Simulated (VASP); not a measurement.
A run of VASP 6.6.1 is set up as follows.

File INCAR:

```
SYSTEM = B13P10
PREC = Accurate
ENCUT = 520
EDIFF = 1E-6
ISMEAR = -1
SIGMA = 0.3447
LREAL = Auto
LASPH = .True.
NELM = 60
ALGO = Normal
ISIF = 2
LWAVE = .False.
LCHARG = .False.
GGA = PE
NBANDS = 62
ISYM = 0
```

Contents of KPOINTS:

```
Automatic mesh
0
Gamma
  1 1 1
  0.25 0.25 0.25
```

Contents of POSCAR:

```
B13P10
1.0
    6.5660210000      0.0873340000     -0.1704000000
    0.0873340000      6.7396190000      0.1358200000
   -0.1704000000      0.1358200000      7.0462260000
P B
10 13
Direct
    0.7495894198      0.7266578341      0.4236667076
    0.0005273646      0.9006396956      0.2959692152
    0.0462824771      0.8606756243      0.6327873348
    0.6835733904      0.9704551648      0.8608800917
    0.5788075994      0.1953180603      0.2962016427
    0.4261166214      0.6552700502      0.5563617310
    0.3040639310      1.2680450491      0.1030140979
    0.4113421815      0.7484690021      0.1480410432
    1.0044090300      0.4929192546      0.3782945659
    0.8441085232      0.2834797820     -0.0594617788
    0.5882931469      1.2011441610      0.7658150267
    0.6528955495      0.3727339392     -0.4845878236
    0.2614179490      0.5462914762      0.7142756009
    0.2218343567      0.6668175705      1.3247235345
    0.1480173253      0.2244694470      0.5228795829
    1.0477179169      0.6039363510      0.5906397975
    0.3585688697      1.0974494874      0.5935527112
    0.2964393858      0.5019825717     -0.0539649170
    0.5878538926      0.8804597689      0.5893607809
    0.4681303192      0.3408292078      0.8805720940
    0.5107870560      1.0261596585      0.0366793670
    1.0709342530      0.4325920979      0.8126572349
    0.8767067091      0.2677981177      0.5936416860
```

Potentials or basis: VASP PAW PBE potentials, release 64 (P, B).

Launch:

```sh
$ cat potpaw_PBE.64/P/POTCAR potpaw_PBE.64/B/POTCAR > POTCAR
$ mpirun -np 1 vasp_std > vasp.out
```

Question: Predict the largest force.

Answer: 6.088 eV/Å.

Question: What does it give for the pressure?

Answer: 4.4 GPa.

Stress tensor (GPa, compression positive):
```
 1.58  0.76 -3.52
 0.76  4.11 -1.45
-3.52 -1.45  7.66
```

Caveat: the k points lie up to 0.96 Å⁻¹ apart.
